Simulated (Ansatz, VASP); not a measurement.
Ca in VASP and in Ansatz

The input INCAR:

```
SYSTEM = Ca
PREC     = Accurate       ! precision mode
ENCUT    = 520            ! plane-wave cutoff, eV
EDIFF    = 1E-6           ! SCF threshold, eV
ISMEAR   = -1             ! smearing method
SIGMA    = 0.1            ! smearing width, eV
LREAL    = .False.        ! projectors in reciprocal space
LASPH    = .True.         ! aspherical terms in the spheres
NELM     = 100            ! most SCF steps
ALGO     = Normal         ! electronic algorithm
ISIF     = 2              ! what is computed and relaxed
LWAVE    = .False.        ! write WAVECAR
LCHARG   = .False.        ! write CHGCAR
GGA      = PE             ! functional
NBANDS   = 17             ! bands
```

Contents of KPOINTS:

```
regular mesh
0
Gamma
  11 11 11
  0 0 0
```

The input POSCAR:

```
Ca
1.0
    0.0000000000      4.3453186755      4.3453186755
    4.3453186755      0.0000000000      4.3453186755
    4.3453186755      4.3453186755      0.0000000000
Ca
2
Direct
    0.1250000000      0.1250000000      0.1250000000
    0.8750000000      0.8750000000      0.8750000000
```

Input for Ansatz:

```yaml
crystal:
  lattice:
    - [0.0, 4.3453186755, 4.3453186755]
    - [4.3453186755, 0.0, 4.3453186755]
    - [4.3453186755, 4.3453186755, 0.0]
  atoms:
    - { symbol: Ca, position: [0.125, 0.125, 0.125] }
    - { symbol: Ca, position: [0.875, 0.875, 0.875] }
hamiltonian:
  xc: pbe
  pseudopotentials:
    kind: paw
    azcp:
      Ca: "pseudopotentials/Ca.paw.azcp"
basis:
  ecutwfc: 420
  fft_grid_basis: typed
kpoints:
  mp_grid: { grid: [11, 11, 11], shift: [0, 0, 0] }
magnetization:
  spin_polarized: false
scf:
  occupations: { method: fermi_dirac, width: 0.1 }
output:
  stress: true
```

Alike in both runs: task single point; functional PBE; k mesh 11 × 11 × 11; occupations fermi-dirac, width 0.1 eV; no spin polarisation.

|  | VASP | Ansatz |
| --- | --- | --- |
| version | VASP 6.6.1 | Ansatz 0.2.0 |
| potentials or method | VASP PAW PBE potentials, release 64 (Ca_sv), cutoff 520 eV | plane waves (420 eV) with PAW, scalar-relativistic |
| valence electrons in the cell | 20 | 20 |

```csv
,VASP,Ansatz,Ansatz less VASP
pressure (GPa),-0.1,-0.1,0.00
```

With one functional, cell and mesh, what is left measures potentials, basis and numerics.
